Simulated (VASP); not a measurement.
# AlN (P6_3/mmc) in VASP: further runs

The runs below take AlN through single point, with PBEsol.

Program: VASP 6.6.1. These are calculated values, not measurements. Logs are shortened: lines on timing, memory, paths and dates and some standing lists are left out, and cuts for length are marked.

## 1. The cell of the first run

It takes space group P6_3/mmc (No. 194, hexagonal). Conventional cell: a = 3.262 Å, b = 3.262 Å, c = 4.266 Å, α = 90.00°, β = 90.00°, γ = 120.00°. Al (site symmetry -6m2) has 5 N at 1.88 to 2.13 Å within 2.5 Å. N (site symmetry -6m2) has 5 Al at 1.88 to 2.13 Å within 2.5 Å.

## 2. Single point, PBEsol

Contents of INCAR:

```
SYSTEM = AlN
ALGO     = Normal         ! electronic algorithm
EDIFF    = 1E-7           ! SCF threshold, eV
ENCUT    = 520            ! plane-wave cutoff, eV
GGA      = PS             ! functional
ISIF     = 2              ! what is computed and relaxed
ISMEAR   = 0              ! smearing method
LASPH    = .True.         ! aspherical terms in the spheres
LCHARG   = .True.         ! write CHGCAR
LELF     = .True.         ! ELF
LREAL    = .False.        ! projectors in reciprocal space
LVHAR    = .True.       
LWAVE    = .False.        ! write WAVECAR
NBANDS   = 16             ! bands
NELM     = 60             ! most SCF steps
PREC     = Accurate       ! precision mode
SIGMA    = 0.05           ! smearing width, eV
```

Contents of KPOINTS:

```
k-points
0
Gamma
  9 9 6
  0 0 0
```

Contents of POSCAR:

```
AlN
1.0
    3.2620000000      0.0000000000      0.0000000000
   -1.6310000000      2.8249748671      0.0000000000
    0.0000000000      0.0000000000      4.2655000000
Al N
2 2
Direct
    0.3333333333      0.6666666667      0.7500000000
    0.6666666667      0.3333333333      0.2500000000
    0.3333333333      0.6666666667      0.2500000000
    0.6666666667      0.3333333333      0.7500000000
```

Potentials or basis: VASP PAW PBE potentials, release 64 (Al, N).

On the command line:

```
cat potpaw_PBE.64/Al/POTCAR potpaw_PBE.64/N/POTCAR > POTCAR
mpirun -np 1 vasp_std > vasp.out
```

OUTCAR:

```text
SYSTEM = AlN
   EDIFF = 1E-7
   ENCUT = 520
   GGA = PS
   ISIF = 2
   ISMEAR = 0
   LASPH = .True.
   LREAL = .False.
   NELM = 60
   PREC = Accurate

 ion  position               nearest neighbor table
   1  0.333  0.667  0.750-   4 1.88   4 1.88   4 1.88   3 2.13   3 2.13   2 2.85   2 2.85   2 2.85
                             2 2.85   2 2.85   2 2.85
   2  0.667  0.333  0.250-   3 1.88   3 1.88   3 1.88   4 2.13   4 2.13   1 2.85   1 2.85   1 2.85
                             1 2.85   1 2.85   1 2.85
   3  0.333  0.667  0.250-   2 1.88   2 1.88   2 1.88   1 2.13   1 2.13
   4  0.667  0.333  0.750-   1 1.88   1 1.88   1 1.88   2 2.13   2 2.13

  LATTYP: Found a hexagonal cell.
 ALAT       =     3.2620000000
 C/A-ratio  =     1.3076333538

  Lattice vectors:

 A1 = (   3.2620000000,   0.0000000000,   0.0000000000)
 A2 = (  -1.6310000000,   2.8249748671,   0.0000000000)
 A3 = (   0.0000000000,   0.0000000000,   4.2655000000)

Analysis of symmetry for initial positions (statically):
=====================================================================
 Subroutine PRICEL returns:
 Original cell was already a primitive cell.

 Routine SETGRP: Setting up the symmetry group for a
 hexagonal supercell.

 Subroutine GETGRP returns: Found 24 space group operations
 (whereof 12 operations were pure point group operations)
 out of a pool of 24 trial point group operations.

The static configuration has the point symmetry D_3d.
 The point group associated with its full space group is D_6h.

Analysis of symmetry for dynamics (positions and initial velocities):
=====================================================================
 Subroutine PRICEL returns:
 Original cell was already a primitive cell.

 Routine SETGRP: Setting up the symmetry group for a
 hexagonal supercell.

 Subroutine GETGRP returns: Found 24 space group operations
 (whereof 12 operations were pure point group operations)
 out of a pool of 24 trial point group operations.

The dynamic configuration has the point symmetry D_3d.
 The point group associated with its full space group is D_6h.

 Subroutine INISYM returns: Found 24 space group operations
 (whereof 12 operations are pure point group operations),
 and found     1 'primitive' translations

----------------------------------------------------------------------------------------

                                     Primitive cell

  volume of cell :      39.3069

  direct lattice vectors                    reciprocal lattice vectors
     3.262000000  0.000000000  0.000000000     0.306560392  0.176992725  0.000000000
    -1.631000000  2.824974867  0.000000000     0.000000000  0.353985450  0.000000000
     0.000000000  0.000000000  4.265500000     0.000000000  0.000000000  0.234439104

  length of vectors
     3.262000000  3.262000000  4.265500000     0.353985450  0.353985450  0.234439104

  position of ions in fractional coordinates (direct lattice)
     0.333333333  0.666666667  0.750000000
     0.666666667  0.333333333  0.250000000
     0.333333333  0.666666667  0.250000000
     0.666666667  0.333333333  0.750000000

  ion indices of the primitive-cell ions
   primitive index   ion index
                 1           1
                 2           2
                 3           3
                 4           4

----------------------------------------------------------------------------------------

 KPOINTS: k-points

Automatic generation of k-mesh.
 Grid dimensions read from file:
 generate k-points for:    9    9    6

 Generating k-lattice:

  Cartesian coordinates                     Fractional coordinates (reciprocal lattice)
     0.034062266  0.019665858  0.000000000     0.111111111  0.000000000  0.000000000
     0.000000000  0.039331717  0.000000000     0.000000000  0.111111111  0.000000000
     0.000000000  0.000000000  0.039073184     0.000000000  0.000000000  0.166666667

  Length of vectors
     0.039331717  0.039331717  0.039073184

  Shift w.r.t. Gamma in fractional coordinates (k-lattice)
     0.000000000  0.000000000  0.000000000

 Subroutine IBZKPT returns following result:
 ===========================================

 Found     48 irreducible k-points:

 Following reciprocal coordinates:
            Coordinates               Weight
  0.000000  0.000000  0.000000      1.000000
  0.111111  0.000000  0.000000      6.000000
  0.222222  0.000000  0.000000      6.000000
  0.333333  0.000000  0.000000      6.000000
  0.444444  0.000000  0.000000      6.000000
  0.111111  0.111111  0.000000      6.000000
[... 16 lines left out ...]
  0.333333  0.222222  0.166667     24.000000
  0.333333  0.333333  0.166667      4.000000
 [... further k-points ...]
   k-points           NKPTS =     48   k-points in BZ     NKDIM =     48   number of bands    NBANDS=     16
   number of dos      NEDOS =    301   number of ions     NIONS =      4
   total plane-waves  NPLWV =  18432
   dimension x,y,z NGX =    24 NGY =   24 NGZ =   32
   dimension x,y,z NGXF=    48 NGYF=   48 NGZF=   64
   ions per type =               2   2
   NGX,Y,Z   is equivalent  to a cutoff of  12.23, 12.23, 12.47 a.u.
   NGXF,Y,Z  is equivalent  to a cutoff of  24.46, 24.46, 24.94 a.u.
 SYSTEM =  AlN
   PREC   = accura    normal or accurate (medium, high low for compatibility)
   ISTART =      0    job   : 0-new  1-cont  2-samecut
   ICHARG =      2    charge: 1-file 2-atom 10-const
   ISPIN  =      1    spin polarized calculation?
   LNONCOLLINEAR =      F non collinear calculations
   LSORBIT =      F    spin-orbit coupling
   LASPH  =      T    aspherical Exc in radial PAW
   ENCUT  =  520.0 eV  38.22 Ry    6.18 a.u.   6.07  6.07  7.93*2*pi/ulx,y,z
   NELM   =     60;   NELMIN=  2; NELMDL= -5     # of ELM steps
   EDIFF  = 0.1E-06   stopping-criterion for ELM
   LREAL  =      F    real-space projection
   EDIFFG = 0.1E-05   stopping-criterion for IOM
   NSW    =      0    number of steps for IOM
   IBRION =     -1    ionic relax: 0-MD 1-quasi-New 2-CG
   NFREE  =      0    steps in history (QN), initial steepest desc. (CG)
   ISIF   =      2    stress and relaxation
   ISYM   =      2    0-nonsym 1-usesym 2-fastsym
   POTIM  = 0.5000    time-step for ionic-motion
   TEBEG  =    0.0;   TEEND  =   0.0 temperature during run
   PSTRESS=    0.0 pullay stress
   NELECT =      16.0000    total number of electrons
   NUPDOWN=      -1.0000    fix difference up-down
   EMIN   =  10.00;   EMAX   =-10.00  energy-range for DOS
   EFERMI =   0.00;   METHOD = LEGACY
   ISMEAR =     0;   SIGMA  =   0.05  broadening in eV -4-tet -1-fermi 0-gaus
   EFERMI_NEDOS =   21; number of points for ismear=-14 and -15
   IALGO  =     38    algorithm
   IMIX   =      4    mixing-type and parameters
     AMIX     =   0.40;   BMIX     =  1.00
     AMIX_MAG =   1.60;   BMIX_MAG =  1.00
  volume/ion in A,a.u.               =       9.83        66.31
  Fermi-wavevector in a.u.,A,eV,Ry     =   1.213273  2.292754 20.028215  1.472032
  Thomas-Fermi vector in A             =   2.348731
   LORBIT       =      0    0 simple, 1 ext, 2 COOP (PROOUT), +10 PAW based schemes
   GGA     = PS    functional components
   LHFCALC =     F    Hartree Fock is set to
   AEXX    =    0.0000 exact exchange contribution
   IVDW    =     0    specifies the selected vdW correction
   LEPSILON=     F    determine dielectric tensor
   LRPA    =     F    only Hartree local field effects (RPA)
 non-spin polarized calculation
 Gauss-broadening in eV      SIGMA  =   0.05
  energy-cutoff  :      520.00
  volume of cell :       39.31
 maximum number of plane-waves:      1072
   NGX = 13   NGY = 13   NGZ = 15

 number of electron      16.0000000 magnetization

 Free energy of the ion-electron system (eV)
  ---------------------------------------------------
  ext. energy  EPLUGINS =         0.00000000
  ---------------------------------------------------
  free energy    TOTEN  =       -30.91852546 eV

  energy without entropy =      -30.91852546  energy(sigma->0) =      -30.91852546

 E-fermi :   8.3632     XC(G=0): -11.4095

 val. band max:        8.1187342158   @ k =   0.0000   0.0000   0.0000
 cond. band min:      11.3157183542   @ k =   0.0000   0.0000   0.0000
 fundamental gap:      3.1969841384
 Fermi energy:         8.3631932095

 k-point     1 :       0.0000    0.0000    0.0000
  band No.  band energies     occupation
      1      -8.8461      2.00000
      2      -5.3014      2.00000
      3       0.9439      2.00000
      4       4.7876      2.00000
      5       4.7876      2.00000
      6       6.2974      2.00000
[... 8 lines left out ...]
     15      19.5411      0.00000
     16      20.0540      0.00000

 k-point     2 :       0.1111    0.0000    0.0000
  band No.  band energies     occupation
      1      -8.6991      2.00000
      2      -5.2807      2.00000
      3       1.1038      2.00000
      4       4.2463      2.00000
      5       4.5856      2.00000
      6       5.7850      2.00000
[... 8 lines left out ...]
     15      19.4265      0.00000
     16      19.6221      0.00000

 k-point     3 :       0.2222    0.0000    0.0000
  band No.  band energies     occupation
      1      -8.2773      2.00000
      2      -5.2675      2.00000
      3       1.5707      2.00000
      4       3.0793      2.00000
      5       4.1743      2.00000
      6       4.8319      2.00000
[... 8 lines left out ...]
     15      18.4072      0.00000
     16      20.1584      0.00000

 k-point     4 :       0.3333    0.0000    0.0000
  band No.  band energies     occupation
      1      -7.6526      2.00000
      2      -5.3881      2.00000
      3       2.0015      2.00000
      4       2.2912      2.00000
      5       3.8011      2.00000
      6       3.9802      2.00000
[... 8 lines left out ...]
     15      19.6288      0.00000
     16      20.5016      0.00000

 k-point     5 :       0.4444    0.0000    0.0000
  band No.  band energies     occupation
      1      -7.0272      2.00000
      2      -5.6887      2.00000
      3       1.4131      2.00000
      4       3.0628      2.00000
      5       3.4749      2.00000
      6       3.5901      2.00000
[... 8 lines left out ...]
     15      20.7671      0.00000
     16      21.1658      0.00000

 k-point     6 :       0.1111    0.1111    0.0000
  band No.  band energies     occupation
      1      -8.4143      2.00000
      2      -5.2632      2.00000
      3       1.4176      2.00000
      4       3.6330      2.00000
      5       3.8901      2.00000
      6       5.3552      2.00000
[... 8 lines left out ...]
     15      18.9327      0.00000
     16      20.0586      0.00000
[... 267 lines left out ...]
 k-point    21 :       0.4444    0.1111    0.1667
  band No.  band energies     occupation
      1      -6.7201      2.00000
      2      -5.8234      2.00000
      3       1.0235      2.00000
      4       2.5666      2.00000
      5       3.0772      2.00000
      6       4.3475      2.00000
[... 8 lines left out ...]
     15      19.9970      0.00000
     16      21.3603      0.00000

 k-point    22 :       0.2222    0.2222    0.1667
  band No.  band energies     occupation
      1      -7.1882      2.00000
      2      -5.5957      2.00000
      3       1.6925      2.00000
      4       2.0177      2.00000
      5       3.7118      2.00000
      6       4.1023      2.00000
[... 8 lines left out ...]
     15      19.7531      0.00000
     16      21.1668      0.00000

 k-point    23 :       0.3333    0.2222    0.1667
  band No.  band energies     occupation
      1      -6.6212      2.00000
      2      -5.8347      2.00000
      3       1.3493      2.00000
      4       2.1621      2.00000
      5       2.9001      2.00000
      6       4.6543      2.00000
[... 8 lines left out ...]
     15      19.5564      0.00000
     16      21.2793      0.00000

 k-point    24 :       0.3333    0.3333    0.1667
  band No.  band energies     occupation
      1      -6.1667      2.00000
      2      -6.1667      2.00000
      3       1.3713      2.00000
      4       2.3703      2.00000
      5       2.3703      2.00000
      6       4.6999      2.00000
[... 8 lines left out ...]
     15      19.1531      0.00000
     16      21.0205      0.00000

 [... further k-points ...]

------------------------ aborting loop because EDIFF is reached ----------------------------------------

  FORCE on cell =-STRESS in cart. coord.  units (eV):
  Direction    XX          YY          ZZ          XY          YZ          ZX
  --------------------------------------------------------------------------------------
  -------------------------------------------------------------------------------------
  Total        0.7331273      0.7331273     -1.2008163      0.0000000      0.0000000      0.0000000
  in kB       29.8828126     29.8828126    -48.9461629      0.0000000      0.0000000      0.0000000
  external PRESSURE =       3.6064874 kB  Pullay stress =       0.0000000 kB

 VOLUME and BASIS-vectors are now :
 -----------------------------------------------------------------------------
  energy-cutoff  :      520.00
  volume of cell :       39.31
      direct lattice vectors                 reciprocal lattice vectors
     3.262000000  0.000000000  0.000000000     0.306560392  0.176992725  0.000000000
    -1.631000000  2.824974867  0.000000000     0.000000000  0.353985450  0.000000000
     0.000000000  0.000000000  4.265500000     0.000000000  0.000000000  0.234439104

 POSITION                                       TOTAL-FORCE (eV/Angst)
 -----------------------------------------------------------------------------------
     -0.00000      1.88332      3.19913         0.000000     -0.000000      0.000000
      1.63100      0.94166      1.06638         0.000000      0.000000      0.000000
     -0.00000      1.88332      1.06638        -0.000000     -0.000000      0.000000
      1.63100      0.94166      3.19913        -0.000000      0.000000      0.000000
 -----------------------------------------------------------------------------------
    total drift:                               -0.000000     -0.000000     -0.000000

  FREE ENERGIE OF THE ION-ELECTRON SYSTEM (eV)
  ---------------------------------------------------
  free  energy   TOTEN  =       -30.9185254646 eV

  energy  without entropy=      -30.9185254646  energy(sigma->0) =      -30.91852546
```

It took 61 s on 1 thread of AMD EPYC 7R13, shared host; peak memory 0.13 GiB.

Results:

* Free energy: -30.9185 eV
* Pressure: 0.4 GPa
* Band gap on the k mesh: 3.20 eV, direct

Levels at points of the mesh, in eV from the valence-band top:
```tsv
k point	band 4	band 5	band 6	band 7	band 8	band 9	band 10	band 11	band 12	band 13
(0.00, 0.00, 0.00)	-3.33	-3.33	-1.82	-1.82	0.00	3.20	4.49	8.29	8.29	11.14
(0.00, 0.00, 0.50)	-3.87	-2.61	-2.61	-2.61	-2.61	5.57	5.57	8.51	8.51	8.51
```

Caveat: the PAW data sets were made with another functional, which shifts forces and pressure a little.

## 3. Single point, PBEsol

This run uses another cell than the first one, of 9.80 Å³/atom, 0.997 times its volume.

Contents of INCAR:

```
ALGO = Normal
EDIFF = 1E-6
ENCUT = 520
GGA = PS
ISIF = 2
ISMEAR = 0
LASPH = True
LCHARG = False
LREAL = False
LWAVE = False
NBANDS = 16
NELM = 60
PREC = Accurate
SIGMA = 0.05
```

Contents of KPOINTS:

```
k-points
0
Gamma
  9 9 6
```

Contents of POSCAR:

```
AlN
1.0
    3.2421000000      0.0000000000      0.0000000000
   -1.6210500000      2.8077409616      0.0000000000
    0.0000000000      0.0000000000      4.3069000000
Al N
2 2
Direct
    0.3333333333      0.6666666667      0.7500000000
    0.6666666667      0.3333333333      0.2500000000
    0.3333333333      0.6666666667      0.2500000000
    0.6666666667      0.3333333333      0.7500000000
```

Potentials or basis: VASP PAW PBE potentials, release 64 (Al, N).

On the command line:

```
cat potpaw_PBE.64/Al/POTCAR potpaw_PBE.64/N/POTCAR > POTCAR
mpirun -np 1 vasp_std > vasp.out
```

Wall time 48 s (1 thread of AMD EPYC 7R13, shared host); peak memory 0.13 GiB.

Results (log left out):

```yaml
Free_energy: -30.8933 eV
Pressure: 1.9 GPa
Band_gap_on_the_k_mesh: 3.18 eV, direct
```

Stress tensor (GPa, compression positive):
```
 5.57  0.00  0.00
 0.00  5.57  0.00
 0.00  0.00 -5.54
```

Levels at points of the mesh, in eV from the valence-band top:
```csv
k point,band 6,band 7,band 8,band 9,band 10,band 11
"(0.00, 0.00, 0.00)",-1.90,-1.90,0.00,3.18,4.55,8.37
"(0.00, 0.00, 0.50)",-2.65,-2.65,-2.65,5.57,5.57,8.60
```

Caveat: the PAW data sets were made with another functional, which shifts forces and pressure a little.
